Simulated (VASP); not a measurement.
# Fe (Im-3m) in VASP: single point with PBE

Aim: the single point of Fe with PBE.

All numbers are computed with VASP 6.6.1; they aren't measurements. Logs are shortened: lines on timing, memory, paths and dates and some standing lists are left out, and cuts for length are marked.

**1. The cell of the first run**

Symmetry: Im-3m, No. 229, cubic system. Conventional cell: a = 2.831 Å, b = 2.831 Å, c = 2.831 Å, α = 90.00°, β = 90.00°, γ = 90.00°. Within 3.2 Å of Fe (site symmetry m-3m) lie 14 Fe at 2.45 to 2.83 Å.

**2. Single point, PBE, collinear spin, ferromagnetic start**

The input, INCAR:

```
SYSTEM = Fe
PREC = Accurate
ENCUT = 520
EDIFF = 1E-6
ISMEAR = -1
SIGMA = 0.1
LREAL = .FALSE.
LASPH = .TRUE.
NELM = 150
ALGO = Normal
ISIF = 2
LWAVE = .FALSE.
LCHARG = .FALSE.
ISPIN = 2
MAGMOM = 2.5
LORBIT = 11
LMAXMIX = 4
GGA = PE
NBANDS = 14
```

The input, KPOINTS:

```
Automatic mesh
0
G
  21 21 21
  0 0 0
```

The input, POSCAR:

```
Fe
1.0
   -1.4156766560      1.4156766560      1.4156766560
    1.4156766560     -1.4156766560      1.4156766560
    1.4156766560      1.4156766560     -1.4156766560
Fe
1
Direct
    0.0000000000      0.0000000000      0.0000000000
```

Potentials or basis: VASP PAW PBE potentials, release 64 (Fe).

Started as:

```sh
$ cat potpaw_PBE.64/Fe/POTCAR > POTCAR
$ mpirun -np 1 vasp_std > vasp.out
```

OUTCAR:

```text
SYSTEM = Fe
   PREC = Accurate
   ENCUT = 520
   EDIFF = 1E-6
   ISMEAR = -1
   LREAL = .FALSE.
   LASPH = .TRUE.
   NELM = 150
   ISIF = 2
   ISPIN = 2
   LORBIT = 11
   GGA = PE

 ion  position               nearest neighbor table
   1  0.000  0.000  0.000-

  LATTYP: Found a body centered cubic cell.
 ALAT       =     2.8313533120

  Lattice vectors:

 A1 = (  -1.4156766560,   1.4156766560,   1.4156766560)
 A2 = (   1.4156766560,  -1.4156766560,   1.4156766560)
 A3 = (   1.4156766560,   1.4156766560,  -1.4156766560)

Analysis of symmetry for initial positions (statically):
=====================================================================
 Subroutine PRICEL returns:
 Original cell was already a primitive cell.

 Routine SETGRP: Setting up the symmetry group for a
 body centered cubic supercell.

 Subroutine GETGRP returns: Found 48 space group operations
 (whereof 48 operations were pure point group operations)
 out of a pool of 48 trial point group operations.

The static configuration has the point symmetry O_h .

Analysis of symmetry for dynamics (positions and initial velocities):
=====================================================================
 Subroutine PRICEL returns:
 Original cell was already a primitive cell.

 Routine SETGRP: Setting up the symmetry group for a
 body centered cubic supercell.

 Subroutine GETGRP returns: Found 48 space group operations
 (whereof 48 operations were pure point group operations)
 out of a pool of 48 trial point group operations.

The dynamic configuration has the point symmetry O_h .

Analysis of structural, dynamic, and magnetic symmetry:
=====================================================================
 Subroutine PRICEL returns:
 Original cell was already a primitive cell.

 Routine SETGRP: Setting up the symmetry group for a
 body centered cubic supercell.

 Subroutine GETGRP returns: Found 48 space group operations
 (whereof 48 operations were pure point group operations)
 out of a pool of 48 trial point group operations.

The overall configuration has the point symmetry O_h .

 Subroutine INISYM returns: Found 48 space group operations
 (whereof 48 operations are pure point group operations),
 and found     1 'primitive' translations

----------------------------------------------------------------------------------------

                                     Primitive cell

  volume of cell :      11.3489

  direct lattice vectors                    reciprocal lattice vectors
    -1.415676656  1.415676656  1.415676656     0.000000000  0.353187995  0.353187995
     1.415676656 -1.415676656  1.415676656     0.353187995  0.000000000  0.353187995
     1.415676656  1.415676656 -1.415676656     0.353187995  0.353187995  0.000000000

  length of vectors
     2.452023895  2.452023895  2.452023895     0.499483253  0.499483253  0.499483253

  position of ions in fractional coordinates (direct lattice)
     0.000000000  0.000000000  0.000000000

  ion indices of the primitive-cell ions
   primitive index   ion index
                 1           1

----------------------------------------------------------------------------------------

 KPOINTS: Automatic mesh

Automatic generation of k-mesh.
 Grid dimensions read from file:
 generate k-points for:   21   21   21

 Generating k-lattice:

  Cartesian coordinates                     Fractional coordinates (reciprocal lattice)
     0.000000000  0.016818476  0.016818476     0.047619048  0.000000000  0.000000000
     0.016818476  0.000000000  0.016818476     0.000000000  0.047619048  0.000000000
     0.016818476  0.016818476  0.000000000     0.000000000  0.000000000  0.047619048

  Length of vectors
     0.023784917  0.023784917  0.023784917

  Shift w.r.t. Gamma in fractional coordinates (k-lattice)
     0.000000000  0.000000000  0.000000000

 Subroutine IBZKPT returns following result:
 ===========================================

 Found    286 irreducible k-points:

 Following reciprocal coordinates:
            Coordinates               Weight
  0.000000  0.000000  0.000000      1.000000
  0.047619  0.000000  0.000000     12.000000
  0.095238  0.000000  0.000000     12.000000
  0.142857  0.000000  0.000000     12.000000
  0.190476  0.000000  0.000000     12.000000
  0.238095  0.000000  0.000000     12.000000
[... 16 lines left out ...]
  0.142857  0.095238  0.000000     48.000000
  0.190476  0.095238  0.000000     48.000000
 [... further k-points ...]
   k-points           NKPTS =    286   k-points in BZ     NKDIM =    286   number of bands    NBANDS=     14
   number of dos      NEDOS =    301   number of ions     NIONS =      1
   total plane-waves  NPLWV =   5832
   dimension x,y,z NGX =    18 NGY =   18 NGZ =   18
   dimension x,y,z NGXF=    36 NGYF=   36 NGZF=   36
   ions per type =               1
   NGX,Y,Z   is equivalent  to a cutoff of  12.20, 12.20, 12.20 a.u.
   NGXF,Y,Z  is equivalent  to a cutoff of  24.41, 24.41, 24.41 a.u.
 SYSTEM =  Fe
   PREC   = accura    normal or accurate (medium, high low for compatibility)
   ISTART =      0    job   : 0-new  1-cont  2-samecut
   ICHARG =      2    charge: 1-file 2-atom 10-const
   ISPIN  =      2    spin polarized calculation?
   LNONCOLLINEAR =      F non collinear calculations
   LSORBIT =      F    spin-orbit coupling
   LASPH  =      T    aspherical Exc in radial PAW
   ENCUT  =  520.0 eV  38.22 Ry    6.18 a.u.   4.56  4.56  4.56*2*pi/ulx,y,z
   NELM   =    150;   NELMIN=  2; NELMDL= -5     # of ELM steps
   EDIFF  = 0.1E-05   stopping-criterion for ELM
   LREAL  =      F    real-space projection
   EDIFFG = 0.1E-04   stopping-criterion for IOM
   NSW    =      0    number of steps for IOM
   IBRION =     -1    ionic relax: 0-MD 1-quasi-New 2-CG
   NFREE  =      0    steps in history (QN), initial steepest desc. (CG)
   ISIF   =      2    stress and relaxation
   ISYM   =      2    0-nonsym 1-usesym 2-fastsym
   POTIM  = 0.5000    time-step for ionic-motion
   TEBEG  =    0.0;   TEEND  =   0.0 temperature during run
   PSTRESS=    0.0 pullay stress
   NELECT =       8.0000    total number of electrons
   NUPDOWN=      -1.0000    fix difference up-down
   EMIN   =  10.00;   EMAX   =-10.00  energy-range for DOS
   EFERMI =   0.00;   METHOD = LEGACY
   ISMEAR =    -1;   SIGMA  =   0.10  broadening in eV -4-tet -1-fermi 0-gaus
   EFERMI_NEDOS =   21; number of points for ismear=-14 and -15
   IALGO  =     38    algorithm
   IMIX   =      4    mixing-type and parameters
     AMIX     =   0.40;   BMIX     =  1.00
     AMIX_MAG =   1.60;   BMIX_MAG =  1.00
  volume/ion in A,a.u.               =      11.35        76.59
  Fermi-wavevector in a.u.,A,eV,Ry     =   1.456982  2.753296 28.882388  2.122796
  Thomas-Fermi vector in A             =   2.573836
   LORBIT       =     11    0 simple, 1 ext, 2 COOP (PROOUT), +10 PAW based schemes
   GGA     = PE    functional components
   LHFCALC =     F    Hartree Fock is set to
   AEXX    =    0.0000 exact exchange contribution
   IVDW    =     0    specifies the selected vdW correction
   LEPSILON=     F    determine dielectric tensor
   LRPA    =     F    only Hartree local field effects (RPA)
 spin polarized calculation
  energy-cutoff  :      520.00
  volume of cell :       11.35
 maximum number of plane-waves:       321
   NGX =  9   NGY =  9   NGZ =  9

 number of electron       8.0000009 magnetization       2.1727328

 Free energy of the ion-electron system (eV)
  ---------------------------------------------------
  ext. energy  EPLUGINS =         0.00000000
  ---------------------------------------------------
  free energy    TOTEN  =        -8.25847809 eV

  energy without entropy =       -8.22678404  energy(sigma->0) =       -8.24263107

 E-fermi :   5.8468     XC(G=0): -13.1233

 val. band max:        5.8428374324   @ k =  -0.4286   0.4286   0.3333
 cond. band min:       5.8546188716   @ k =  -0.2381   0.2381   0.1905
 fundamental gap:      0.0117814391
 Fermi energy:         5.8467693944

 spin component 1

 k-point     1 :       0.0000    0.0000    0.0000
  band No.  band energies     occupation
      1      -2.6035      1.00000
      2       3.5384      1.00000
      3       3.5385      1.00000
      4       3.5385      1.00000
      5       4.7475      0.99998
      6       4.7475      0.99998
      7      30.8665      0.00000
      8      30.8665      0.00000
      9      30.8665      0.00000
     10      35.9553      0.00000
     11      35.9553      0.00000
     12      38.2701      0.00000
     13      38.2701      0.00000
     14      38.2701      0.00000
[... 375 lines left out ...]
 k-point    24 :       0.1905    0.0952    0.0000
  band No.  band energies     occupation
      1      -0.2759      1.00000
      2       3.0244      1.00000
      3       3.2148      1.00000
      4       4.4948      1.00000
      5       4.8619      0.99995
      6       4.9345      0.99989
      7      22.3558      0.00000
      8      25.2593      0.00000
      9      28.9741      0.00000
     10      31.1127      0.00000
     11      35.2299      0.00000
     12      36.2022      0.00000
     13      41.5488      0.00000
     14      42.0709      0.00000

 [... further k-points ...]

 spin component 2

 k-point     1 :       0.0000    0.0000    0.0000
  band No.  band energies     occupation
      1      -2.4387      1.00000
      2       5.4276      0.98511
      3       5.4277      0.98509
      4       5.4277      0.98509
      5       7.4870      0.00000
      6       7.4872      0.00000
      7      30.6154      0.00000
      8      30.6154      0.00000
      9      30.6154      0.00000
     10      36.1548      0.00000
     11      36.1548      0.00000
     12      38.9153      0.00000
     13      38.9153      0.00000
     14      38.9154      0.00000
[... 375 lines left out ...]
 k-point    24 :       0.1905    0.0952    0.0000
  band No.  band energies     occupation
      1      -0.0298      1.00000
      2       4.8066      0.99997
      3       4.9877      0.99981
      4       6.8786      0.00003
      5       7.0493      0.00001
      6       7.6416      0.00000
      7      22.9346      0.00000
      8      25.6274      0.00000
      9      29.5856      0.00000
     10      31.2280      0.00000
     11      35.6143      0.00000
     12      36.6579      0.00000
     13      41.8056      0.00000
     14      42.5537      0.00000

 [... further k-points ...]
[... 5 lines left out ...]
  --------------------------------------------------------------------------------------
  -------------------------------------------------------------------------------------
  Total       -0.0281754     -0.0281754     -0.0281754      0.0000000      0.0000000      0.0000000
  in kB       -3.9776644     -3.9776644     -3.9776644      0.0000000      0.0000000      0.0000000
  external PRESSURE =      -3.9776644 kB  Pullay stress =       0.0000000 kB

 VOLUME and BASIS-vectors are now :
 -----------------------------------------------------------------------------
  energy-cutoff  :      520.00
  volume of cell :       11.35
      direct lattice vectors                 reciprocal lattice vectors
    -1.415676656  1.415676656  1.415676656     0.000000000  0.353187995  0.353187995
     1.415676656 -1.415676656  1.415676656     0.353187995  0.000000000  0.353187995
     1.415676656  1.415676656 -1.415676656     0.353187995  0.353187995  0.000000000

 POSITION                                       TOTAL-FORCE (eV/Angst)
 -----------------------------------------------------------------------------------
      0.00000      0.00000      0.00000         0.000000     -0.000000      0.000000
 -----------------------------------------------------------------------------------
    total drift:                                0.000000     -0.000000      0.000000

  FREE ENERGIE OF THE ION-ELECTRON SYSTEM (eV)
  ---------------------------------------------------
  free  energy   TOTEN  =        -8.2584780897 eV

  energy  without entropy=       -8.2267840437  energy(sigma->0) =       -8.24263107

 total charge

# of ion       s       p       d       tot
------------------------------------------
    1        0.488   0.542   6.241   7.270

 magnetization (x)

# of ion       s       p       d       tot
------------------------------------------
    1       -0.013  -0.055   2.239   2.170
```

It took 91 s on 1 thread of AMD EPYC 7R13, shared host; peak memory 0.15 GiB.

What came out:

```
Free energy                                           : -8.2585 eV
Pressure                                              : -0.4 GPa
Net moment                                            : 2.17 μB per cell
Site moments                                          : Fe +2.17 μB
Valence electrons inside the program's atomic spheres : Fe 7.27
```
